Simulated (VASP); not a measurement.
# NiGe (F-43m) in VASP: notebook

Runs on NiGe. Level: r2SCAN. Tasks: single point.

Program: VASP 6.6.1. These are calculated values, not measurements. Logs are shortened: lines on timing, memory, paths and dates and some standing lists are left out, and cuts for length are marked.

## Step 1: The cell of the first run

The structure is cubic, space group F-43m (No. 216). Conventional cell: a = 5.367 Å, b = 5.367 Å, c = 5.367 Å, α = 90.00°, β = 90.00°, γ = 90.00°. Ni (site symmetry -43m) has 4 Ge at 2.32 Å within 3.1 Å. Ge (site symmetry -43m) has 4 Ni at 2.32 Å within 3.1 Å.

## Step 2: Single point, r2SCAN, collinear spin, ferromagnetic start

Input file POSCAR:

```
NiGe
1.0
    0.0000000000      2.6835776916      2.6835776916
    2.6835776916      0.0000000000      2.6835776916
    2.6835776916      2.6835776916      0.0000000000
Ni Ge
1 1
Direct
    0.0000000000      0.0000000000      0.0000000000
    0.2500000000      0.2500000000      0.2500000000
```

Input file INCAR.step1:

```
SYSTEM = NiGe
PREC     = Accurate       ! precision mode
ENCUT    = 520            ! plane-wave cutoff, eV
ISMEAR   = 0              ! smearing method
SIGMA    = 0.1            ! smearing width, eV
LREAL    = .FALSE.        ! projectors in reciprocal space
LASPH    = .TRUE.         ! aspherical terms in the spheres
NELM     = 150            ! most SCF steps
ISPIN    = 2              ! spin polarisation
MAGMOM   = 2.5 0          ! initial moments
LMAXMIX  = 4              ! l up to which the mixer works
NBANDS   = 23             ! bands
GGA      = PE             ! functional
ALGO     = Normal         ! electronic algorithm
EDIFF    = 1E-4           ! SCF threshold, eV
LWAVE    = .TRUE.         ! write WAVECAR
LCHARG   = .FALSE.        ! write CHGCAR
```

Input file INCAR.step2:

```
SYSTEM = NiGe
PREC     = Accurate       ! precision mode
ENCUT    = 520            ! plane-wave cutoff, eV
EDIFF    = 1E-6           ! SCF threshold, eV
ISMEAR   = 0              ! smearing method
SIGMA    = 0.1            ! smearing width, eV
LREAL    = .FALSE.        ! projectors in reciprocal space
LASPH    = .TRUE.         ! aspherical terms in the spheres
NELM     = 150            ! most SCF steps
ALGO     = Normal         ! electronic algorithm
ISIF     = 2              ! what is computed and relaxed
LWAVE    = .FALSE.        ! write WAVECAR
LCHARG   = .FALSE.        ! write CHGCAR
ISPIN    = 2              ! spin polarisation
MAGMOM   = 2.5 0          ! initial moments
LORBIT   = 11             ! projections on sites
LMAXMIX  = 4              ! l up to which the mixer works
METAGGA  = R2SCAN         ! meta-GGA
LMIXTAU  = .TRUE.       
NBANDS   = 23             ! bands
ISTART   = 1
```

Input file KPOINTS:

```
regular mesh
0
G
  14 14 14
  0 0 0
```

Potentials or basis: VASP PAW PBE potentials, release 64 (Ni, Ge_d).

On the command line:

```sh
$ cat potpaw_PBE.64/Ni/POTCAR potpaw_PBE.64/Ge_d/POTCAR > POTCAR
$ cp INCAR.step1 INCAR
$ mpirun -np 1 vasp_std > vasp.out
$ cp INCAR.step2 INCAR
$ mpirun -np 1 vasp_std > vasp.out
```

OUTCAR:

```text
SYSTEM = NiGe
   PREC = Accurate
   ENCUT = 520
   EDIFF = 1E-6
   ISMEAR = 0
   LREAL = .FALSE.
   LASPH = .TRUE.
   NELM = 150
   ISIF = 2
   ISPIN = 2
   LORBIT = 11
   METAGGA = R2SCAN
   ISTART = 1

 ion  position               nearest neighbor table
   1  0.000  0.000  0.000-   2 2.32   2 2.32   2 2.32   2 2.32
   2  0.250  0.250  0.250-   1 2.32   1 2.32   1 2.32   1 2.32

  LATTYP: Found a face centered cubic cell.
 ALAT       =     5.3671553832

  Lattice vectors:

 A1 = (   0.0000000000,   2.6835776916,   2.6835776916)
 A2 = (   2.6835776916,   0.0000000000,   2.6835776916)
 A3 = (   2.6835776916,   2.6835776916,   0.0000000000)

Analysis of symmetry for initial positions (statically):
=====================================================================
 Subroutine PRICEL returns:
 Original cell was already a primitive cell.

 Routine SETGRP: Setting up the symmetry group for a
 face centered cubic supercell.

 Subroutine GETGRP returns: Found 24 space group operations
 (whereof 24 operations were pure point group operations)
 out of a pool of 48 trial point group operations.

The static configuration has the point symmetry T_d .

Analysis of symmetry for dynamics (positions and initial velocities):
=====================================================================
 Subroutine PRICEL returns:
 Original cell was already a primitive cell.

 Routine SETGRP: Setting up the symmetry group for a
 face centered cubic supercell.

 Subroutine GETGRP returns: Found 24 space group operations
 (whereof 24 operations were pure point group operations)
 out of a pool of 48 trial point group operations.

The dynamic configuration has the point symmetry T_d .

Analysis of structural, dynamic, and magnetic symmetry:
=====================================================================
 Subroutine PRICEL returns:
 Original cell was already a primitive cell.

 Routine SETGRP: Setting up the symmetry group for a
 face centered cubic supercell.

 Subroutine GETGRP returns: Found 24 space group operations
 (whereof 24 operations were pure point group operations)
 out of a pool of 48 trial point group operations.

The overall configuration has the point symmetry T_d .

 Subroutine INISYM returns: Found 24 space group operations
 (whereof 24 operations are pure point group operations),
 and found     1 'primitive' translations

----------------------------------------------------------------------------------------

                                     Primitive cell

  volume of cell :      38.6520

  direct lattice vectors                    reciprocal lattice vectors
     0.000000000  2.683577692  2.683577692    -0.186318437  0.186318437  0.186318437
     2.683577692  0.000000000  2.683577692     0.186318437 -0.186318437  0.186318437
     2.683577692  2.683577692  0.000000000     0.186318437  0.186318437 -0.186318437

  length of vectors
     3.795151967  3.795151967  3.795151967     0.322712999  0.322712999  0.322712999

  position of ions in fractional coordinates (direct lattice)
     0.000000000  0.000000000  0.000000000
     0.250000000  0.250000000  0.250000000

  ion indices of the primitive-cell ions
   primitive index   ion index
                 1           1
                 2           2

----------------------------------------------------------------------------------------

 KPOINTS: regular mesh

Automatic generation of k-mesh.
 Grid dimensions read from file:
 generate k-points for:   14   14   14

 Generating k-lattice:

  Cartesian coordinates                     Fractional coordinates (reciprocal lattice)
    -0.013308460  0.013308460  0.013308460     0.071428571  0.000000000  0.000000000
     0.013308460 -0.013308460  0.013308460     0.000000000  0.071428571  0.000000000
     0.013308460  0.013308460 -0.013308460     0.000000000  0.000000000  0.071428571

  Length of vectors
     0.023050928  0.023050928  0.023050928

  Shift w.r.t. Gamma in fractional coordinates (k-lattice)
     0.000000000  0.000000000  0.000000000

 Subroutine IBZKPT returns following result:
 ===========================================

 Found    104 irreducible k-points:

 Following reciprocal coordinates:
            Coordinates               Weight
  0.000000  0.000000  0.000000      1.000000
  0.071429  0.000000  0.000000      8.000000
  0.142857  0.000000  0.000000      8.000000
  0.214286  0.000000  0.000000      8.000000
  0.285714  0.000000  0.000000      8.000000
  0.357143  0.000000  0.000000      8.000000
[... 16 lines left out ...]
  0.214286  0.142857  0.000000     24.000000
  0.285714  0.142857  0.000000     24.000000
 [... further k-points ...]
   k-points           NKPTS =    104   k-points in BZ     NKDIM =    104   number of bands    NBANDS=     23
   number of dos      NEDOS =    301   number of ions     NIONS =      2
   total plane-waves  NPLWV =  21952
   dimension x,y,z NGX =    28 NGY =   28 NGZ =   28
   dimension x,y,z NGXF=    56 NGYF=   56 NGZF=   56
   ions per type =               1   1
   NGX,Y,Z   is equivalent  to a cutoff of  12.27, 12.27, 12.27 a.u.
   NGXF,Y,Z  is equivalent  to a cutoff of  24.53, 24.53, 24.53 a.u.
 SYSTEM =  NiGe
   PREC   = accura    normal or accurate (medium, high low for compatibility)
   ISTART =      1    job   : 0-new  1-cont  2-samecut
   ICHARG =      0    charge: 1-file 2-atom 10-const
   ISPIN  =      2    spin polarized calculation?
   LNONCOLLINEAR =      F non collinear calculations
   LSORBIT =      F    spin-orbit coupling
   LASPH  =      T    aspherical Exc in radial PAW
   ENCUT  =  520.0 eV  38.22 Ry    6.18 a.u.   7.06  7.06  7.06*2*pi/ulx,y,z
   NELM   =    150;   NELMIN=  2; NELMDL=  0     # of ELM steps
   EDIFF  = 0.1E-05   stopping-criterion for ELM
   LREAL  =      F    real-space projection
   EDIFFG = 0.1E-04   stopping-criterion for IOM
   NSW    =      0    number of steps for IOM
   IBRION =     -1    ionic relax: 0-MD 1-quasi-New 2-CG
   NFREE  =      0    steps in history (QN), initial steepest desc. (CG)
   ISIF   =      2    stress and relaxation
   ISYM   =      2    0-nonsym 1-usesym 2-fastsym
   POTIM  = 0.5000    time-step for ionic-motion
   TEBEG  =    0.0;   TEEND  =   0.0 temperature during run
   PSTRESS=    0.0 pullay stress
   NELECT =      24.0000    total number of electrons
   NUPDOWN=      -1.0000    fix difference up-down
   EMIN   =  10.00;   EMAX   =-10.00  energy-range for DOS
   EFERMI =   0.00;   METHOD = LEGACY
   ISMEAR =     0;   SIGMA  =   0.10  broadening in eV -4-tet -1-fermi 0-gaus
   EFERMI_NEDOS =   21; number of points for ismear=-14 and -15
   IALGO  =     38    algorithm
   IMIX   =      4    mixing-type and parameters
     AMIX     =   0.40;   BMIX     =  1.00
     AMIX_MAG =   1.60;   BMIX_MAG =  1.00
  volume/ion in A,a.u.               =      19.33       130.42
  Fermi-wavevector in a.u.,A,eV,Ry     =   1.396650  2.639287 26.539968  1.950633
  Thomas-Fermi vector in A             =   2.519984
   LORBIT       =     11    0 simple, 1 ext, 2 COOP (PROOUT), +10 PAW based schemes
   METAGGA = R2SCAN    functional components
   LHFCALC =     F    Hartree Fock is set to
   AEXX    =    0.0000 exact exchange contribution
   IVDW    =     0    specifies the selected vdW correction
   LEPSILON=     F    determine dielectric tensor
   LRPA    =     F    only Hartree local field effects (RPA)
 spin polarized calculation
 Gauss-broadening in eV      SIGMA  =   0.10
  energy-cutoff  :      520.00
  volume of cell :       38.65
 maximum number of plane-waves:      1056
   NGX = 15   NGY = 15   NGZ = 15

 number of electron      23.9999982 magnetization      -0.0000085

 number of electron      23.9999982 magnetization       0.0000013

 Free energy of the ion-electron system (eV)
  ---------------------------------------------------
  ext. energy  EPLUGINS =         0.00000000
  ---------------------------------------------------
  free energy    TOTEN  =       -25.11436483 eV

  energy without entropy =      -25.10928534  energy(sigma->0) =      -25.11182509

 E-fermi :   4.4448     XC(G=0): -11.1742

 val. band max:        4.4290760304   @ k =  -0.2857   0.2857   0.0714
 cond. band min:       4.5072948803   @ k =   0.5000   0.3571   0.0000
 fundamental gap:      0.0782188500
 Fermi energy:         4.4447592993

 spin component 1

 k-point     1 :       0.0000    0.0000    0.0000
  band No.  band energies     occupation
      1     -20.4498      1.00000
      2     -20.4498      1.00000
      3     -20.4498      1.00000
      4     -20.4219      1.00000
      5     -20.4219      1.00000
      6      -6.3342      1.00000
[... 15 lines left out ...]
     22      19.2880      0.00000
     23      19.2881      0.00000

 k-point     2 :       0.0714    0.0000    0.0000
  band No.  band energies     occupation
      1     -20.4498      1.00000
      2     -20.4495      1.00000
      3     -20.4495      1.00000
      4     -20.4219      1.00000
      5     -20.4219      1.00000
      6      -6.2657      1.00000
[... 15 lines left out ...]
     22      19.1590      0.00000
     23      20.5457      0.00000
[... 544 lines left out ...]
     22      20.9564      0.00000
     23      21.3974      0.00000

 k-point    24 :       0.2857    0.1429    0.0000
  band No.  band energies     occupation
      1     -20.4516      1.00000
      2     -20.4460      1.00000
      3     -20.4456      1.00000
      4     -20.4229      1.00000
      5     -20.4193      1.00000
      6      -5.3854      1.00000
[... 15 lines left out ...]
     22      22.5677      0.00000
     23      23.0742      0.00000

 [... further k-points ...]

 spin component 2

 k-point     1 :       0.0000    0.0000    0.0000
  band No.  band energies     occupation
      1     -20.4498      1.00000
      2     -20.4498      1.00000
      3     -20.4498      1.00000
      4     -20.4219      1.00000
      5     -20.4219      1.00000
      6      -6.3342      1.00000
[... 15 lines left out ...]
     22      19.2880      0.00000
     23      19.2881      0.00000

 k-point     2 :       0.0714    0.0000    0.0000
  band No.  band energies     occupation
      1     -20.4498      1.00000
      2     -20.4495      1.00000
      3     -20.4495      1.00000
      4     -20.4219      1.00000
      5     -20.4219      1.00000
      6      -6.2657      1.00000
[... 15 lines left out ...]
     22      19.1590      0.00000
     23      20.5457      0.00000
[... 544 lines left out ...]
     22      20.9564      0.00000
     23      21.3974      0.00000

 k-point    24 :       0.2857    0.1429    0.0000
  band No.  band energies     occupation
      1     -20.4516      1.00000
      2     -20.4460      1.00000
      3     -20.4456      1.00000
      4     -20.4229      1.00000
      5     -20.4193      1.00000
      6      -5.3854      1.00000
[... 15 lines left out ...]
     22      22.5677      0.00000
     23      23.0742      0.00000

 [... further k-points ...]
[... 5 lines left out ...]
  --------------------------------------------------------------------------------------
  -------------------------------------------------------------------------------------
  Total       -1.1785358     -1.1785358     -1.1785358      0.0000000      0.0000000      0.0000000
  in kB      -48.8518301    -48.8518301    -48.8518301      0.0000000      0.0000000      0.0000000
  external PRESSURE =     -48.8518301 kB  Pullay stress =       0.0000000 kB

 VOLUME and BASIS-vectors are now :
 -----------------------------------------------------------------------------
  energy-cutoff  :      520.00
  volume of cell :       38.65
      direct lattice vectors                 reciprocal lattice vectors
     0.000000000  2.683577692  2.683577692    -0.186318437  0.186318437  0.186318437
     2.683577692  0.000000000  2.683577692     0.186318437 -0.186318437  0.186318437
     2.683577692  2.683577692  0.000000000     0.186318437  0.186318437 -0.186318437

 POSITION                                       TOTAL-FORCE (eV/Angst)
 -----------------------------------------------------------------------------------
      0.00000      0.00000      0.00000        -0.000000     -0.000000      0.000000
      1.34179      1.34179      1.34179         0.000000      0.000000     -0.000000
 -----------------------------------------------------------------------------------
    total drift:                                0.000027      0.000027      0.000027

  FREE ENERGIE OF THE ION-ELECTRON SYSTEM (eV)
  ---------------------------------------------------
  free  energy   TOTEN  =       -25.1143648306 eV

  energy  without entropy=      -25.1092853423  energy(sigma->0) =      -25.11182509

 total charge

# of ion       s       p       d       tot
------------------------------------------
    1        0.549   0.360   8.441   9.351
    2        1.177   1.133  10.043  12.353
--------------------------------------------------
tot          1.726   1.493  18.484  21.703

 magnetization (x)

# of ion       s       p       d       tot
------------------------------------------
    1       -0.000  -0.000  -0.000  -0.000
    2       -0.000   0.000   0.000   0.000
--------------------------------------------------
tot         -0.000   0.000  -0.000  -0.000
```

Wall time 7.4 min (1 thread of Intel Xeon 6975P-C, shared host); peak memory 0.29 GiB.

What came out:

- Free energy: -25.1144 eV
- Pressure: -4.9 GPa
- Band gap on the k mesh: zero (filled and empty bands overlap)
- Net moment: 0.00 μB per cell
- Valence electrons inside the program's atomic spheres: Ni 9.35; Ge 12.35

Levels at points of the mesh, in eV from the Fermi level:
Spin up:
| k point | band 8 | band 9 | band 10 | band 11 | band 12 | band 13 | band 14 | band 15 | band 16 | band 17 |
| --- | --- | --- | --- | --- | --- | --- | --- | --- | --- | --- |
| (0.00, 0.00, 0.00) | -2.74 | -2.74 | -1.76 | -1.76 | 5.03 | 5.03 | 5.03 | 7.29 | 8.11 | 8.11 |
| (0.50, 0.00, 0.00) | -2.58 | -2.58 | -1.67 | -1.67 | -1.40 | 3.06 | 3.06 | 6.84 | 8.75 | 8.75 |
| (0.50, 0.50, 0.00) | -2.04 | -2.04 | -1.73 | -1.61 | -1.17 | 0.38 | 0.38 | 5.21 | 5.94 | 16.91 |
Spin down:
```
           k point  band 9  band 10  band 11  band 12  band 13  band 14  band 15  band 16
(0.00, 0.00, 0.00)   -2.74    -1.76    -1.76     5.03     5.03     5.03     7.29     8.11
(0.50, 0.00, 0.00)   -2.58    -1.67    -1.67    -1.40     3.06     3.06     6.84     8.75
(0.50, 0.50, 0.00)   -2.04    -1.73    -1.61    -1.17     0.38     0.38     5.21     5.94
```

Caveat: the starting moments collapsed, and a magnetic state may lie lower; the PAW data sets were made with another functional, which shifts forces and pressure a little.

(Part 1 of 2 ends here.)
